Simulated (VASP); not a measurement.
# LiSi16 (a cell with a defect) in VASP: a series of runs

Runs on LiSi16 (a cell with a defect). Level: PBE+D3(BJ). Tasks: single point.

All numbers are computed with VASP 6.6.1; they aren't measurements. Logs are shortened: lines on timing, memory, paths and dates and some standing lists are left out, and cuts for length are marked.

## 1. The cell of the first run

The cell holds a defect, 17 atoms: a = 7.679 Å, b = 7.679 Å, c = 7.679 Å, α = 60.00°, β = 60.00°, γ = 60.00°.

## 2. Single point, PBE+D3(BJ)

INCAR

```
SYSTEM = LiSi16
PREC     = Accurate       ! precision mode
ENCUT    = 520            ! plane-wave cutoff, eV
EDIFF    = 1E-6           ! SCF threshold, eV
ISMEAR   = 0              ! smearing method
SIGMA    = 0.02           ! smearing width, eV
LREAL    = Auto         
LASPH    = .True.         ! aspherical terms in the spheres
NELM     = 60             ! most SCF steps
ALGO     = Normal         ! electronic algorithm
ISIF     = 2              ! what is computed and relaxed
LWAVE    = .False.        ! write WAVECAR
LCHARG   = .False.        ! write CHGCAR
GGA      = PE             ! functional
IVDW     = 12             ! dispersion correction
NELECT   = 66.0         
NBANDS   = 48             ! bands
```

KPOINTS

```
Automatic mesh
0
Gamma
  2 2 2
  0 0 0
```

POSCAR

```
LiSi16
1.0
    0.0000000000      5.4300000000      5.4300000000
    5.4300000000      0.0000000000      5.4300000000
    5.4300000000      5.4300000000      0.0000000000
Si Li
16 1
Direct
   -0.0038988950      0.0074051565     -0.0014416206
    0.1293979742      0.1250569061      0.1215197053
    0.0180659300     -0.0055405157      0.4940489871
    0.1293975138      0.1250577348      0.6246485267
   -0.0038931860      0.4989666667     -0.0014432781
    0.1088935543      0.6308497238      0.1304399632
   -0.0038964088      0.4989676796      0.5069941989
    0.1293984346      0.6219301105      0.6246468692
    0.5029164825      0.0035266114     -0.0089339779
    0.6187383057      0.1398935543      0.1209957643
    0.5029154696      0.0035279926      0.5031163904
    0.6454144567      0.1186790976      0.6182658379
    0.4786542357      0.5076017495      0.0071866483
    0.6187466851      0.6214078269      0.1209965930
    0.5029174033      0.4914792818      0.5031139042
    0.6187420810      0.6214072744      0.6394781768
    0.6994880295      0.7673272560      0.2669088398
```

Potentials or basis: VASP PAW PBE potentials, release 64 (Si, Li_sv).

Started as:

```console
$ cat potpaw_PBE.64/Si/POTCAR potpaw_PBE.64/Li_sv/POTCAR > POTCAR
$ mpirun -np 1 vasp_std > vasp.out
```

OUTCAR:

```text
SYSTEM = LiSi16
   PREC = Accurate
   ENCUT = 520
   EDIFF = 1E-6
   ISMEAR = 0
   LREAL = Auto
   LASPH = .True.
   NELM = 60
   ISIF = 2
   GGA = PE
   IVDW = 12
   NELECT = 66.0
 IVDW          = 12

 ion  position               nearest neighbor table
   1  0.996  0.007  0.999-   4 2.35   2 2.35   6 2.36  10 2.37
   2  0.129  0.125  0.122-   3 2.34   9 2.34   5 2.35   1 2.35
   3  0.018  0.994  0.494-  12 2.34   2 2.34   8 2.34   4 2.34
   4  0.129  0.125  0.625-   3 2.34  11 2.34   1 2.35   7 2.35
   5  0.996  0.499  0.999-   2 2.35   8 2.35   6 2.36  14 2.37
   6  0.109  0.631  0.130-  13 2.32   5 2.36   7 2.36   1 2.36  17 2.57
   7  0.996  0.499  0.507-   4 2.35   8 2.35   6 2.36  16 2.37
   8  0.129  0.622  0.625-   3 2.34  15 2.34   5 2.35   7 2.35
   9  0.503  0.004  0.991-  12 2.34   2 2.34  14 2.40  10 2.40  17 2.58
  10  0.619  0.140  0.121-  13 2.31  17 2.35   1 2.37   9 2.40  11 2.40
  11  0.503  0.004  0.503-  12 2.34   4 2.34  16 2.40  10 2.40  17 2.58
  12  0.645  0.119  0.618-   3 2.34  11 2.34  15 2.34   9 2.34
  13  0.479  0.508  0.007-  10 2.31  16 2.31  14 2.31   6 2.32
  14  0.619  0.621  0.121-  13 2.31  17 2.35   5 2.37  15 2.40   9 2.40
  15  0.503  0.491  0.503-  12 2.34   8 2.34  16 2.40  14 2.40  17 2.58
  16  0.619  0.621  0.639-  13 2.31  17 2.35   7 2.37  15 2.40  11 2.40
  17  0.699  0.767  0.267-  10 2.35  16 2.35  14 2.35   6 2.57  11 2.58   9 2.58  15 2.58

  LATTYP: Found a face centered cubic cell.
 ALAT       =    10.8600000000

  Lattice vectors:

 A1 = (   0.0000000000,   5.4300000000,   5.4300000000)
 A2 = (   5.4300000000,   0.0000000000,   5.4300000000)
 A3 = (   5.4300000000,   5.4300000000,   0.0000000000)

Analysis of symmetry for initial positions (statically):
=====================================================================
 Subroutine PRICEL returns:
 Original cell was already a primitive cell.

 Routine SETGRP: Setting up the symmetry group for a
 face centered cubic supercell.

 Subroutine GETGRP returns: Found  2 space group operations
 (whereof  1 operations were pure point group operations)
 out of a pool of 48 trial point group operations.

The static configuration has the point symmetry C_1 .
 The point group associated with its full space group is C_1h.

Analysis of symmetry for dynamics (positions and initial velocities):
=====================================================================
 Subroutine PRICEL returns:
 Original cell was already a primitive cell.

 Routine SETGRP: Setting up the symmetry group for a
 face centered cubic supercell.

 Subroutine GETGRP returns: Found  2 space group operations
 (whereof  1 operations were pure point group operations)
 out of a pool of 48 trial point group operations.

The dynamic configuration has the point symmetry C_1 .
 The point group associated with its full space group is C_1h.

 Subroutine INISYM returns: Found  2 space group operations
 (whereof  1 operations are pure point group operations),
 and found     1 'primitive' translations

----------------------------------------------------------------------------------------

                                     Primitive cell

  volume of cell :     320.2060

  direct lattice vectors                    reciprocal lattice vectors
     0.000000000  5.430000000  5.430000000    -0.092081031  0.092081031  0.092081031
     5.430000000  0.000000000  5.430000000     0.092081031 -0.092081031  0.092081031
     5.430000000  5.430000000  0.000000000     0.092081031  0.092081031 -0.092081031

  length of vectors
     7.679179644  7.679179644  7.679179644     0.159489025  0.159489025  0.159489025

  position of ions in fractional coordinates (direct lattice)
     0.996101105  0.007405156  0.998558379
     0.129397974  0.125056906  0.121519705
     0.018065930  0.994459484  0.494048987
     0.129397514  0.125057735  0.624648527
     0.996106814  0.498966667  0.998556722
     0.108893554  0.630849724  0.130439963
[... 9 lines left out ...]
     0.618742081  0.621407274  0.639478177
     0.699488030  0.767327256  0.266908840

  ion indices of the primitive-cell ions
   primitive index   ion index
                 1           1
                 2           2
                 3           3
                 4           4
                 5           5
                 6           6
[... 9 lines left out ...]
                16          16
                17          17

----------------------------------------------------------------------------------------

 KPOINTS: Automatic mesh

Automatic generation of k-mesh.
 Grid dimensions read from file:
 generate k-points for:    2    2    2

 Generating k-lattice:

  Cartesian coordinates                     Fractional coordinates (reciprocal lattice)
    -0.046040516  0.046040516  0.046040516     0.500000000  0.000000000  0.000000000
     0.046040516 -0.046040516  0.046040516     0.000000000  0.500000000  0.000000000
     0.046040516  0.046040516 -0.046040516     0.000000000  0.000000000  0.500000000

  Length of vectors
     0.079744512  0.079744512  0.079744512

  Shift w.r.t. Gamma in fractional coordinates (k-lattice)
     0.000000000  0.000000000  0.000000000

 Subroutine IBZKPT returns following result:
 ===========================================

 Found      6 irreducible k-points:

 Following reciprocal coordinates:
            Coordinates               Weight
  0.000000  0.000000  0.000000      1.000000
  0.500000  0.000000  0.000000      1.000000
  0.000000  0.500000  0.000000      2.000000
  0.500000  0.500000  0.500000      1.000000
  0.500000  0.500000  0.000000      2.000000
  0.000000  0.500000  0.500000      1.000000
   k-points           NKPTS =      6   k-points in BZ     NKDIM =      6   number of bands    NBANDS=     48
   number of dos      NEDOS =    301   number of ions     NIONS =     17
   total plane-waves  NPLWV = 216000
   dimension x,y,z NGX =    60 NGY =   60 NGZ =   60
   dimension x,y,z NGXF=   120 NGYF=  120 NGZF=  120
   ions per type =              16   1
   NGX,Y,Z   is equivalent  to a cutoff of  12.99, 12.99, 12.99 a.u.
   NGXF,Y,Z  is equivalent  to a cutoff of  25.98, 25.98, 25.98 a.u.
 SYSTEM =  LiSi16
   PREC   = accura    normal or accurate (medium, high low for compatibility)
   ISTART =      0    job   : 0-new  1-cont  2-samecut
   ICHARG =      2    charge: 1-file 2-atom 10-const
   ISPIN  =      1    spin polarized calculation?
   LNONCOLLINEAR =      F non collinear calculations
   LSORBIT =      F    spin-orbit coupling
   LASPH  =      T    aspherical Exc in radial PAW
   ENCUT  =  520.0 eV  38.22 Ry    6.18 a.u.  14.28 14.28 14.28*2*pi/ulx,y,z
   NELM   =     60;   NELMIN=  2; NELMDL= -5     # of ELM steps
   EDIFF  = 0.1E-05   stopping-criterion for ELM
   LREAL  =      T    real-space projection
   EDIFFG = 0.1E-04   stopping-criterion for IOM
   NSW    =      0    number of steps for IOM
   IBRION =     -1    ionic relax: 0-MD 1-quasi-New 2-CG
   NFREE  =      0    steps in history (QN), initial steepest desc. (CG)
   ISIF   =      2    stress and relaxation
   ISYM   =      2    0-nonsym 1-usesym 2-fastsym
   POTIM  = 0.5000    time-step for ionic-motion
   TEBEG  =    0.0;   TEEND  =   0.0 temperature during run
   PSTRESS=    0.0 pullay stress
   NELECT =      66.0000    total number of electrons
   NUPDOWN=      -1.0000    fix difference up-down
   EMIN   =  10.00;   EMAX   =-10.00  energy-range for DOS
   EFERMI =   0.00;   METHOD = LEGACY
   ISMEAR =     0;   SIGMA  =   0.02  broadening in eV -4-tet -1-fermi 0-gaus
   EFERMI_NEDOS =   21; number of points for ismear=-14 and -15
   IALGO  =     38    algorithm
   IMIX   =      4    mixing-type and parameters
     AMIX     =   0.40;   BMIX     =  1.00
     AMIX_MAG =   1.60;   BMIX_MAG =  1.00
  volume/ion in A,a.u.               =      18.84       127.11
  Fermi-wavevector in a.u.,A,eV,Ry     =   0.967044  1.827449 12.723821  0.935174
  Thomas-Fermi vector in A             =   2.096897
   LORBIT       =      0    0 simple, 1 ext, 2 COOP (PROOUT), +10 PAW based schemes
   GGA     = PE    functional components
   LHFCALC =     F    Hartree Fock is set to
   AEXX    =    0.0000 exact exchange contribution
   IVDW    =    12    specifies the selected vdW correction
   LEPSILON=     F    determine dielectric tensor
   LRPA    =     F    only Hartree local field effects (RPA)
 non-spin polarized calculation
 Gauss-broadening in eV      SIGMA  =   0.02
  energy-cutoff  :      520.00
  volume of cell :      320.21
 maximum number of plane-waves:      8646
 NGX is ok and might be reduce to    60
   NGX = 29   NGY = 29   NGZ = 29

 number of electron      65.9999996 magnetization

 Free energy of the ion-electron system (eV)
  ---------------------------------------------------
  ext. energy  EPLUGINS =         0.00000000
  ---------------------------------------------------
  free energy    TOTEN  =       -93.40465191 eV

  energy without entropy =      -93.40465191  energy(sigma->0) =      -93.40465191

 E-fermi :   6.2020     XC(G=0):  -9.4433

 val. band max:        6.0499562018   @ k =   0.0000   0.0000   0.0000
 cond. band min:       6.6168304133   @ k =   0.0000   0.0000   0.0000
 fundamental gap:      0.5668742115
 Fermi energy:         6.2020005953

 k-point     1 :       0.0000    0.0000    0.0000
  band No.  band energies     occupation
      1     -40.3360      2.00000
      2      -5.9195      2.00000
      3      -3.6701      2.00000
      4      -3.6105      2.00000
      5      -3.6105      2.00000
      6      -3.5925      2.00000
[... 37 lines left out ...]
     44       8.3110      0.00000
     45       8.3111      0.00000

 k-point     2 :       0.5000    0.0000    0.0000
  band No.  band energies     occupation
      1     -40.3360      2.00000
      2      -5.1838      2.00000
      3      -5.0658      2.00000
      4      -3.3457      2.00000
      5      -3.3117      2.00000
      6      -3.3117      2.00000
[... 184 lines left out ...]
 k-point     6 :       0.0000    0.5000    0.5000
  band No.  band energies     occupation
      1     -40.3360      2.00000
      2      -4.9006      2.00000
      3      -4.8109      2.00000
      4      -3.9264      2.00000
      5      -3.8949      2.00000
      6      -3.8942      2.00000
[... 37 lines left out ...]
     44      10.3037      0.00000
     45      10.3409      0.00000
 [bands above 45 left out]

------------------------ aborting loop because EDIFF is reached ----------------------------------------

 Edisp (eV)   -5.45578

 E8    (eV) :    -2.2602

  FORCE on cell =-STRESS in cart. coord.  units (eV):
  Direction    XX          YY          ZZ          XY          YZ          ZX
  --------------------------------------------------------------------------------------
  -------------------------------------------------------------------------------------
  Total      -6.90991    -6.90656    -6.90656     0.30541    -0.30748     0.30541
  in kB     -34.57431   -34.55754   -34.55754     1.52813    -1.53850     1.52813
  external pressure =      -34.56 kB  Pullay stress =        0.00 kB

 VOLUME and BASIS-vectors are now :
 -----------------------------------------------------------------------------
  energy-cutoff  :      520.00
  volume of cell :      320.21
      direct lattice vectors                 reciprocal lattice vectors
     0.000000000  5.430000000  5.430000000    -0.092081031  0.092081031  0.092081031
     5.430000000  0.000000000  5.430000000     0.092081031 -0.092081031  0.092081031
     5.430000000  5.430000000  0.000000000     0.092081031  0.092081031 -0.092081031

 POSITION                                       TOTAL-FORCE (eV/Angst)
 -----------------------------------------------------------------------------------
      5.46238     10.83100      5.44904         0.015724     -0.016191     -0.003914
      1.33891      1.36248      1.38169         0.030084     -0.014392     -0.029719
      8.08260      2.78078      5.49801         0.048300     -0.049341     -0.049341
      4.07090      4.09447      1.38169         0.015246     -0.030007     -0.030007
      8.13155     10.83102      8.11825         0.004400     -0.015805     -0.015805
      4.13380      1.29958      4.01681        -0.039622      0.040224      0.040224
[... 9 lines left out ...]
      6.84661      6.83214      6.73401         0.013367     -0.044198     -0.013405
      5.61590      5.24754      7.96481        -0.301633      0.301110      0.301110
 -----------------------------------------------------------------------------------
    total drift:                               -0.003754     -0.013609      0.015403

  FREE ENERGIE OF THE ION-ELECTRON SYSTEM (eV)
  ---------------------------------------------------
  free  energy   TOTEN  =       -98.8604318968 eV

  energy  without entropy=      -98.8604318968  energy(sigma->0) =      -98.86043190
```

Run time: 90 s. Hardware: 1 thread of Intel Xeon 6975P-C (Granite Rapids), shared host; peak memory 0.46 GiB.

Results:

```
Free energy                : -98.8604 eV
Largest force              : 0.522 eV/Å
Dispersion energy per atom : -0.321 eV
```

Forces in eV/Å, atoms in the order of the input:
```
Si   0.016 -0.016 -0.004
Si   0.030 -0.014 -0.030
Si   0.048 -0.049 -0.049
Si   0.015 -0.030 -0.030
Si   0.004 -0.016 -0.016
Si  -0.040  0.040  0.040
Si   0.016 -0.004 -0.016
Si   0.030 -0.030 -0.014
Si   0.036  0.014 -0.035
Si   0.013 -0.013 -0.044
Si  -0.015 -0.037 -0.037
Si   0.049 -0.049 -0.049
Si   0.004 -0.003 -0.003
Si   0.045 -0.014 -0.014
Si   0.036 -0.035  0.014
Si   0.013 -0.044 -0.013
Li  -0.302  0.301  0.301
```

Levels at points of the mesh, in eV from the Fermi level:
```
           k point  band 31  band 32  band 33  band 34  band 35  band 36
(0.00, 0.00, 0.00)    -0.19    -0.15    -0.15     0.41     0.49     0.49
(0.50, 0.00, 0.00)    -0.96    -0.88    -0.88     1.09     1.15     1.15
(0.00, 0.50, 0.00)    -0.98    -0.90    -0.88     1.00     1.22     1.29
(0.50, 0.50, 0.50)    -0.98    -0.90    -0.88     1.00     1.22     1.29
(0.50, 0.50, 0.00)    -1.53    -1.47    -1.42     0.90     0.97     2.02
(0.00, 0.50, 0.50)    -1.53    -1.47    -1.42     0.90     0.97     2.02
```

Caveat: the k points lie up to 0.50 Å⁻¹ apart; the cell carries a net charge on a neutralising background, which shifts energy and pressure; the cell is charged against a uniform background, so pressure and absolute levels hang on convention; the cutoff is under 1.25 times the usual one of these potentials, so pressure, stress and relaxed cells hold a basis-set (Pulay) error.

## 3. Single point, PBE+D3(BJ)

INCAR

```
ALGO = Normal ; EDIFF = 1E-6
ENCUT = 520 ; GGA = PE
ISIF = 2 ; ISMEAR = 0
IVDW = 12 ; LASPH = True
LCHARG = False ; LREAL = Auto
LWAVE = False ; NBANDS = 48
NELECT = 66.0 ; NELM = 100
PREC = Accurate ; SIGMA = 0.02
```

KPOINTS

```
k-points
0
Gamma
  2 2 2
```

POSCAR

```
LiSi16
1.0
    0.0000000000      5.4300000000      5.4300000000
    5.4300000000      0.0000000000      5.4300000000
    5.4300000000      5.4300000000      0.0000000000
Si Li
16 1
Direct
   -0.0036586556      0.0038273481      0.0000483425
    0.1296523941      0.1267772560      0.1176962247
    0.0168992634     -0.0051198895      0.4942430939
    0.1296539595      0.1267767956      0.6261395948
   -0.0036587477      0.5006858195      0.0000495396
    0.1076471455      0.6312981584      0.1306605893
   -0.0036587477      0.5006854512      0.5031896869
    0.1296498158      0.6183345304      0.6261407919
    0.5070088398      0.0043453039     -0.0147944751
    0.6228240331      0.1342892265      0.1215770718
    0.5070113260      0.0043455801      0.5037078269
    0.6471330571      0.1181411602      0.6174978821
    0.4802976059      0.5070836096      0.0064438306
    0.6228231123      0.6222177716      0.1215790976
    0.5070047882      0.4858488029      0.5037068140
    0.6228232965      0.6222170350      0.6336488950
    0.4264376611      0.8583763352      0.3577293738
```

Potentials or basis: VASP PAW PBE potentials, release 64 (Si, Li_sv).

Started as:

```console
$ cat potpaw_PBE.64/Si/POTCAR potpaw_PBE.64/Li_sv/POTCAR > POTCAR
$ mpirun -np 1 vasp_std > vasp.out
```

Wall time 87 s (1 thread of Intel Xeon 6975P-C (Granite Rapids), shared host); peak memory 0.46 GiB.

Results (log left out):

```
Free energy                : -98.8600 eV
Largest force              : 0.522 eV/Å
Dispersion energy per atom : -0.321 eV
```

Forces in eV/Å, atoms in the order of the input:
```
Si  -0.029  0.029  0.015
Si  -0.015  0.006  0.015
Si   0.039 -0.039 -0.041
Si  -0.006  0.015  0.015
Si  -0.015  0.030  0.031
Si  -0.049  0.049  0.050
Si  -0.030  0.015  0.031
Si  -0.014  0.014  0.006
Si  -0.014  0.046  0.015
Si  -0.035  0.035 -0.016
Si  -0.046  0.014  0.015
Si  -0.005  0.005  0.004
Si  -0.050  0.050  0.049
Si   0.015  0.035  0.035
Si  -0.015  0.015  0.044
Si  -0.035 -0.015  0.035
Li   0.301 -0.301 -0.302
```

Levels at points of the mesh, in eV from the Fermi level:
```
           k point  band 29  band 30  band 31  band 32  band 33  band 34  band 35  band 36  band 37  band 38
(0.00, 0.00, 0.00)    -1.31    -1.25    -0.20    -0.15    -0.15     0.41     0.49     0.49     0.56     0.56
(0.50, 0.00, 0.00)    -2.18    -0.96    -0.96    -0.88    -0.88     1.09     1.15     1.15     1.52     1.52
(0.00, 0.50, 0.00)    -2.29    -1.00    -0.98    -0.90    -0.88     1.00     1.22     1.29     1.36     1.42
(0.00, 0.00, 0.50)    -2.29    -1.00    -0.98    -0.90    -0.88     1.00     1.22     1.29     1.36     1.42
(0.50, 0.50, 0.00)    -2.06    -1.53    -1.53    -1.47    -1.42     0.89     0.97     2.02     2.13     2.18
(0.00, 0.50, 0.50)    -2.06    -1.53    -1.53    -1.47    -1.42     0.89     0.97     2.02     2.13     2.18
```

Caveat: the k points lie up to 0.50 Å⁻¹ apart; the cell carries a net charge on a neutralising background, which shifts energy and pressure; the cell is charged against a uniform background, so pressure and absolute levels hang on convention; the cutoff is under 1.25 times the usual one of these potentials, so pressure, stress and relaxed cells hold a basis-set (Pulay) error.
